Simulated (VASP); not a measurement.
PtS2:

```
Pt S
1.0
     3.49935    0.00000    0.00000
    -1.74968    3.03053    0.00000
     0.00000    0.00000    5.30572
Pt S
1 2
Direct
  0.00000 0.00000 0.00000
  0.33333 0.66667 0.23673
  0.66667 0.33333 0.76327
```

This cell differs from its parent crystal: epitaxial xy strain -1.5%.

Program: VASP 6.6.1. Alike in all runs: task single point; potentials or basis VASP PAW PBE potentials, release 64 (Pt, S); no spin polarisation; cell as given; cutoff (eV) 520.

Q: Order these runs on this cell by their pressure, lowest first.
A. level r2SCAN; k mesh 12 × 12 × 6; smearing gaussian 0.01 eV
B. level HSE06; k mesh 6 × 6 × 4; smearing gaussian 0.01 eV; grid for exact exchange (PRECFOCK) Normal; share of exact exchange 0.25; screening parameter 0.2079 1/Å
C. level PBE; k mesh 12 × 12 × 6; smearing fermi-dirac 0.02 eV

A: B (0.8 GPa), A (3.3 GPa), C (5.3 GPa).

Caveats: the cell stands under pressure (at least some runs); the PAW data sets were made with another functional, which shifts forces and pressure a little (at least some runs).
